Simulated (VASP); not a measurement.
# C in VASP: notebook

Runs on C. Level: PBEsol. Tasks: single point.

Program: VASP 6.6.1. These are calculated values, not measurements. Logs are shortened: lines on timing, memory, paths and dates and some standing lists are left out, and cuts for length are marked.

## (1) The cell of the first run

The structure is orthorhombic, space group Cmme (No. 67). The conventional cell has a = 2.456 Å, b = 4.254 Å, c = 7.173 Å, α = 90.00°, β = 90.00°, γ = 90.00°. Within 1.9 Å of C (site symmetry m) lie 3 C at 1.42 Å.

## (2) Single point, PBEsol

File INCAR:

```
SYSTEM = C
PREC = Accurate ; ENCUT = 520
EDIFF = 1E-7 ; ISMEAR = -1
SIGMA = 0.05 ; LREAL = .False.
LASPH = .True. ; NELM = 100
ALGO = Normal ; ISIF = 2
LWAVE = .False. ; LCHARG = .True.
GGA = PS ; LELF = .True.
LVHAR = .True. ; NBANDS = 16
```

File KPOINTS:

```
regular mesh
0
Gamma
  16 16 5
  0 0 0
```

File POSCAR:

```
C
1.0
    1.2280479700     -2.1270618200      0.0000000000
    1.2280479700      2.1270618200      0.0000000000
    0.0000000000      0.0000000000      7.1732677600
C
4
Direct
    0.0833794600      0.9166205400      0.7531376000
    0.5833794600      0.4166205400      0.2468624000
    0.9166205400      0.0833794600      0.2468624000
    0.4166205400      0.5833794600      0.7531376000
```

Potentials or basis: VASP PAW PBE potentials, release 64 (C).

Command:

```console
cat potpaw_PBE.64/C/POTCAR > POTCAR
mpirun -np 1 vasp_std > vasp.out
```

OUTCAR:

```text
SYSTEM = C
   PREC = Accurate
   ENCUT = 520
   EDIFF = 1E-7
   ISMEAR = -1
   LREAL = .False.
   LASPH = .True.
   NELM = 100
   ISIF = 2
   GGA = PS

 ion  position               nearest neighbor table
   1  0.083  0.917  0.753-   4 1.42   4 1.42   4 1.42
   2  0.583  0.417  0.247-   3 1.42   3 1.42   3 1.42
   3  0.917  0.083  0.247-   2 1.42   2 1.42   2 1.42
   4  0.417  0.583  0.753-   1 1.42   1 1.42   1 1.42

  LATTYP: Found a hexagonal cell.
 ALAT       =     2.4561135566
 C/A-ratio  =     2.9205765918

  Lattice vectors:

 A1 = (   1.2280479700,  -2.1270618200,   0.0000000000)
 A2 = (   1.2280479700,   2.1270618200,   0.0000000000)
 A3 = (   0.0000000000,   0.0000000000,   7.1732677600)

Analysis of symmetry for initial positions (statically):
=====================================================================
 Subroutine PRICEL returns:
 Original cell was already a primitive cell.

 Routine SETGRP: Setting up the symmetry group for a
 hexagonal supercell.

 Subroutine GETGRP returns: Found  8 space group operations
 (whereof  4 operations were pure point group operations)
 out of a pool of 24 trial point group operations.

The static configuration has the point symmetry C_2h.
 The point group associated with its full space group is D_2h.

Analysis of symmetry for dynamics (positions and initial velocities):
=====================================================================
 Subroutine PRICEL returns:
 Original cell was already a primitive cell.

 Routine SETGRP: Setting up the symmetry group for a
 hexagonal supercell.

 Subroutine GETGRP returns: Found  8 space group operations
 (whereof  4 operations were pure point group operations)
 out of a pool of 24 trial point group operations.

The dynamic configuration has the point symmetry C_2h.
 The point group associated with its full space group is D_2h.

 Subroutine INISYM returns: Found  8 space group operations
 (whereof  4 operations are pure point group operations),
 and found     1 'primitive' translations

----------------------------------------------------------------------------------------

                                     Primitive cell

  volume of cell :      37.4751

  direct lattice vectors                    reciprocal lattice vectors
     1.228047970 -2.127061820  0.000000000     0.407150219 -0.235066041  0.000000000
     1.228047970  2.127061820  0.000000000     0.407150219  0.235066041  0.000000000
     0.000000000  0.000000000  7.173267760     0.000000000  0.000000000  0.139406479

  length of vectors
     2.456113557  2.456113557  7.173267760     0.470135453  0.470135453  0.139406479

  position of ions in fractional coordinates (direct lattice)
     0.083379460  0.916620540  0.753137600
     0.583379460  0.416620540  0.246862400
     0.916620540  0.083379460  0.246862400
     0.416620540  0.583379460  0.753137600

  ion indices of the primitive-cell ions
   primitive index   ion index
                 1           1
                 2           2
                 3           3
                 4           4

----------------------------------------------------------------------------------------

 KPOINTS: regular mesh

Automatic generation of k-mesh.
 Grid dimensions read from file:
 generate k-points for:   16   16    5

 Generating k-lattice:

  Cartesian coordinates                     Fractional coordinates (reciprocal lattice)
     0.025446889 -0.014691628  0.000000000     0.062500000 -0.000000000  0.000000000
     0.025446889  0.014691628  0.000000000    -0.000000000  0.062500000  0.000000000
     0.000000000  0.000000000  0.027881296     0.000000000  0.000000000  0.200000000

  Length of vectors
     0.029383466  0.029383466  0.027881296

  Shift w.r.t. Gamma in fractional coordinates (k-lattice)
     0.000000000  0.000000000  0.000000000

 Subroutine IBZKPT returns following result:
 ===========================================

 Found    219 irreducible k-points:

 Following reciprocal coordinates:
            Coordinates               Weight
  0.000000  0.000000  0.000000      1.000000
  0.062500  0.000000  0.000000      4.000000
 -0.062500  0.062500  0.000000      2.000000
  0.125000  0.000000  0.000000      4.000000
 -0.125000  0.125000  0.000000      2.000000
  0.187500  0.000000  0.000000      4.000000
[... 16 lines left out ...]
  0.187500  0.062500  0.000000      4.000000
 -0.062500  0.250000  0.000000      4.000000
 [... further k-points ...]
   k-points           NKPTS =    219   k-points in BZ     NKDIM =    219   number of bands    NBANDS=     16
   number of dos      NEDOS =    301   number of ions     NIONS =      4
   total plane-waves  NPLWV =  17496
   dimension x,y,z NGX =    18 NGY =   18 NGZ =   54
   dimension x,y,z NGXF=    36 NGYF=   36 NGZF=  108
   ions per type =               4
   NGX,Y,Z   is equivalent  to a cutoff of  12.18, 12.18, 12.51 a.u.
   NGXF,Y,Z  is equivalent  to a cutoff of  24.37, 24.37, 25.03 a.u.
 SYSTEM =  C
   PREC   = accura    normal or accurate (medium, high low for compatibility)
   ISTART =      0    job   : 0-new  1-cont  2-samecut
   ICHARG =      2    charge: 1-file 2-atom 10-const
   ISPIN  =      1    spin polarized calculation?
   LNONCOLLINEAR =      F non collinear calculations
   LSORBIT =      F    spin-orbit coupling
   LASPH  =      T    aspherical Exc in radial PAW
   ENCUT  =  520.0 eV  38.22 Ry    6.18 a.u.   4.57  4.57 13.34*2*pi/ulx,y,z
   NELM   =    100;   NELMIN=  2; NELMDL= -5     # of ELM steps
   EDIFF  = 0.1E-06   stopping-criterion for ELM
   LREAL  =      F    real-space projection
   EDIFFG = 0.1E-05   stopping-criterion for IOM
   NSW    =      0    number of steps for IOM
   IBRION =     -1    ionic relax: 0-MD 1-quasi-New 2-CG
   NFREE  =      0    steps in history (QN), initial steepest desc. (CG)
   ISIF   =      2    stress and relaxation
   ISYM   =      2    0-nonsym 1-usesym 2-fastsym
   POTIM  = 0.5000    time-step for ionic-motion
   TEBEG  =    0.0;   TEEND  =   0.0 temperature during run
   PSTRESS=    0.0 pullay stress
   NELECT =      16.0000    total number of electrons
   NUPDOWN=      -1.0000    fix difference up-down
   EMIN   =  10.00;   EMAX   =-10.00  energy-range for DOS
   EFERMI =   0.00;   METHOD = LEGACY
   ISMEAR =    -1;   SIGMA  =   0.05  broadening in eV -4-tet -1-fermi 0-gaus
   EFERMI_NEDOS =   21; number of points for ismear=-14 and -15
   IALGO  =     38    algorithm
   IMIX   =      4    mixing-type and parameters
     AMIX     =   0.40;   BMIX     =  1.00
     AMIX_MAG =   1.60;   BMIX_MAG =  1.00
  volume/ion in A,a.u.               =       9.37        63.22
  Fermi-wavevector in a.u.,A,eV,Ry     =   1.232728  2.329519 20.675669  1.519619
  Thomas-Fermi vector in A             =   2.367487
   LORBIT       =      0    0 simple, 1 ext, 2 COOP (PROOUT), +10 PAW based schemes
   GGA     = PS    functional components
   LHFCALC =     F    Hartree Fock is set to
   AEXX    =    0.0000 exact exchange contribution
   IVDW    =     0    specifies the selected vdW correction
   LEPSILON=     F    determine dielectric tensor
   LRPA    =     F    only Hartree local field effects (RPA)
 non-spin polarized calculation
  energy-cutoff  :      520.00
  volume of cell :       37.48
 maximum number of plane-waves:      1030
   NGX =  9   NGY =  9   NGZ = 27

 number of electron      15.9999996 magnetization

 Free energy of the ion-electron system (eV)
  ---------------------------------------------------
  ext. energy  EPLUGINS =         0.00000000
  ---------------------------------------------------
  free energy    TOTEN  =       -38.57788224 eV

  energy without entropy =      -38.57784901  energy(sigma->0) =      -38.57786562

 E-fermi :   4.0762     XC(G=0): -10.0939

 val. band max:        3.8021497916   @ k =  -0.3125  -0.3750   0.0000
 cond. band min:       4.3002681707   @ k =   0.3125   0.3125   0.0000
 fundamental gap:      0.4981183791
 Fermi energy:         4.0762080395

 k-point     1 :       0.0000    0.0000    0.0000
  band No.  band energies     occupation
      1     -15.5511      2.00000
      2     -15.3701      2.00000
      3      -4.2921      2.00000
      4      -2.8760      2.00000
      5       1.1101      2.00000
      6       1.1161      2.00000
[... 8 lines left out ...]
     15      15.6735      0.00000
     16      15.7558      0.00000

 k-point     2 :       0.0625    0.0000    0.0000
  band No.  band energies     occupation
      1     -15.4576      2.00000
      2     -15.2777      2.00000
      3      -4.1781      2.00000
      4      -2.7675      2.00000
      5       0.7380      2.00000
      6       0.7536      2.00000
[... 8 lines left out ...]
     15      15.3305      0.00000
     16      15.4421      0.00000

 k-point     3 :      -0.0625    0.0625    0.0000
  band No.  band energies     occupation
      1     -15.4576      2.00000
      2     -15.2777      2.00000
      3      -4.1782      2.00000
      4      -2.7673      2.00000
      5       0.7323      2.00000
      6       0.7429      2.00000
[... 8 lines left out ...]
     15      15.3596      0.00000
     16      15.4123      0.00000

 k-point     4 :       0.1250    0.0000    0.0000
  band No.  band energies     occupation
      1     -15.1774      2.00000
      2     -15.0009      2.00000
      3      -3.8372      2.00000
      4      -2.4440      2.00000
      5      -0.2804      2.00000
      6      -0.2537      2.00000
[... 8 lines left out ...]
     15      14.3676      0.00000
     16      14.5712      0.00000
[... 324 lines left out ...]
 k-point    22 :      -0.1875    0.1250    0.0000
  band No.  band energies     occupation
      1     -14.8981      2.00000
      2     -14.7249      2.00000
      3      -3.4993      2.00000
      4      -2.1218      2.00000
      5      -1.0604      2.00000
      6      -1.0395      2.00000
[... 8 lines left out ...]
     15      14.5972      0.00000
     16      14.6541      0.00000

 k-point    23 :       0.1875    0.0625    0.0000
  band No.  band energies     occupation
      1     -14.3419      2.00000
      2     -14.1754      2.00000
      3      -2.8274      2.00000
      4      -2.5286      2.00000
      5      -2.4784      2.00000
      6      -1.4930      2.00000
[... 8 lines left out ...]
     15      16.1765      0.00000
     16      16.1775      0.00000

 k-point    24 :      -0.0625    0.2500    0.0000
  band No.  band energies     occupation
      1     -14.3420      2.00000
      2     -14.1754      2.00000
      3      -2.8284      2.00000
      4      -2.5263      2.00000
      5      -2.4846      2.00000
      6      -1.4913      2.00000
[... 8 lines left out ...]
     15      16.1141      0.00000
     16      16.2280      0.00000

 [... further k-points ...]

------------------------ aborting loop because EDIFF is reached ----------------------------------------

  FORCE on cell =-STRESS in cart. coord.  units (eV):
  Direction    XX          YY          ZZ          XY          YZ          ZX
  --------------------------------------------------------------------------------------
  -------------------------------------------------------------------------------------
  Total        0.5564467      0.4956625      0.0679934      0.0000000      0.0000000      0.0000000
  in kB       23.7898503     21.1911337      2.9069316      0.0000000      0.0000000      0.0000000
  external PRESSURE =      15.9626385 kB  Pullay stress =       0.0000000 kB

 VOLUME and BASIS-vectors are now :
 -----------------------------------------------------------------------------
  energy-cutoff  :      520.00
  volume of cell :       37.48
      direct lattice vectors                 reciprocal lattice vectors
     1.228047970 -2.127061820  0.000000000     0.407150219 -0.235066041  0.000000000
     1.228047970  2.127061820  0.000000000     0.407150219  0.235066041  0.000000000
     0.000000000  0.000000000  7.173267760     0.000000000  0.000000000  0.139406479

 POSITION                                       TOTAL-FORCE (eV/Angst)
 -----------------------------------------------------------------------------------
      1.22805      1.77236      5.40246         0.000000      0.015722     -0.005135
      1.22805     -0.35471      1.77081         0.000000      0.015722      0.005135
      1.22805     -1.77236      1.77081         0.000000     -0.015722      0.005135
      1.22805      0.35471      5.40246         0.000000     -0.015722     -0.005135
 -----------------------------------------------------------------------------------
    total drift:                                0.000000     -0.000000      0.000000

  FREE ENERGIE OF THE ION-ELECTRON SYSTEM (eV)
  ---------------------------------------------------
  free  energy   TOTEN  =       -38.5778822424 eV

  energy  without entropy=      -38.5778490058  energy(sigma->0) =      -38.57786562
```

Run time: 59 s. Hardware: 1 thread of Intel Xeon 6975P-C (Granite Rapids), shared host; peak memory 0.21 GiB.

What came out:

```
Free energy   : -38.5779 eV
Pressure      : 1.6 GPa
Largest force : 0.017 eV/Å
```

Forces in eV/Å, atoms in the order of the input:
```
C    0.000  0.016 -0.005
C    0.000  0.016  0.005
C    0.000 -0.016  0.005
C    0.000 -0.016 -0.005
```

Caveat: this functional lacks dispersion, which binds the layers, so the pressure and a relaxed spacing across them are unreliable; the PAW data sets were made with another functional, which shifts forces and pressure a little.

## (3) Single point, PBEsol

File INCAR:

```
PREC = Accurate ; ENCUT = 520
EDIFF = 1E-7 ; ISMEAR = -1
SIGMA = 0.05 ; LREAL = F
LASPH = T ; NELM = 100
ALGO = Normal ; ISIF = 2
LWAVE = F ; LCHARG = F
GGA = PS ; NBANDS = 16
```

File KPOINTS:

```
Automatic mesh
0
Gamma
  16 16 5
```

POSCAR, as its differences from that of step 2:

```diff
@@ -2,4 +2,4 @@
 1.0
-    1.2280479700     -2.1270618200      0.0000000000
-    1.2280479700      2.1270618200      0.0000000000
+    1.2599538973     -2.1454825396      0.0000000000
+    1.1961420427      2.1086411005      0.0000000000
     0.0000000000      0.0000000000      7.1732677600
```

Potentials or basis: VASP PAW PBE potentials, release 64 (C).

Command:

```console
cat potpaw_PBE.64/C/POTCAR > POTCAR
mpirun -np 1 vasp_std > vasp.out
```

Wall time 96 s (1 thread of Intel Xeon 6975P-C (Granite Rapids), shared host); peak memory 0.27 GiB.

Results (log left out):

```yaml
Free_energy: -38.5320 eV
Pressure: 1.9 GPa
Largest_force: 0.405 eV/Å
```

Forces in eV/Å, atoms in the order of the input:
```
C   -0.405 -0.004 -0.005
C   -0.405 -0.004  0.005
C    0.405  0.004  0.005
C    0.405  0.004 -0.005
```

Stress tensor (GPa, compression positive):
```
 2.79 13.07  0.00
13.07  2.62  0.00
 0.00  0.00  0.27
```

Caveat: this functional lacks dispersion, which binds the layers, so the pressure and a relaxed spacing across them are unreliable; the PAW data sets were made with another functional, which shifts forces and pressure a little.

## (4) Single point, PBEsol

File INCAR:

```
PREC     = Accurate       # precision mode
ENCUT    = 520            # plane-wave cutoff, eV
EDIFF    = 1E-6           # SCF threshold, eV
ISMEAR   = -1             # smearing method
SIGMA    = 0.05           # smearing width, eV
LREAL    = False          # projectors in reciprocal space
LASPH    = True           # aspherical terms in the spheres
NELM     = 60             # most SCF steps
ALGO     = Normal         # electronic algorithm
ISIF     = 2              # what is computed and relaxed
LWAVE    = False          # write WAVECAR
LCHARG   = False          # write CHGCAR
GGA      = PS             # functional
NBANDS   = 16             # bands
```

KPOINTS is that of step 3.

POSCAR, as its differences from that of step 3:

```diff
@@ -2,4 +2,4 @@
 1.0
-    1.2599538973     -2.1454825396      0.0000000000
-    1.1961420427      2.1086411005      0.0000000000
+    1.2440009336     -2.1362721798      0.0000000000
+    1.2120950064      2.1178514602      0.0000000000
     0.0000000000      0.0000000000      7.1732677600
```

Command:

```console
cat potpaw_PBE.64/C/POTCAR > POTCAR
mpirun -np 1 vasp_std > vasp.out
```

It took 1.7 min on 1 thread of Intel Xeon 6975P-C (Granite Rapids), shared host; peak memory 0.27 GiB.

Results (log left out):

```
Free energy   : -38.5664 eV
Pressure      : 1.7 GPa
Largest force : 0.201 eV/Å
```

Forces on the atoms (eV/Å):
```
C   -0.201  0.011 -0.005
C   -0.201  0.011  0.005
C    0.201 -0.011  0.005
C    0.201 -0.011 -0.005
```

Stress tensor (GPa, compression positive):
```
2.48 6.53 0.00
6.53 2.25 0.00
0.00 0.00 0.28
```

Caveat: this functional lacks dispersion, which binds the layers, so the pressure and a relaxed spacing across them are unreliable; the PAW data sets were made with another functional, which shifts forces and pressure a little.

[end of part 1 of 2]
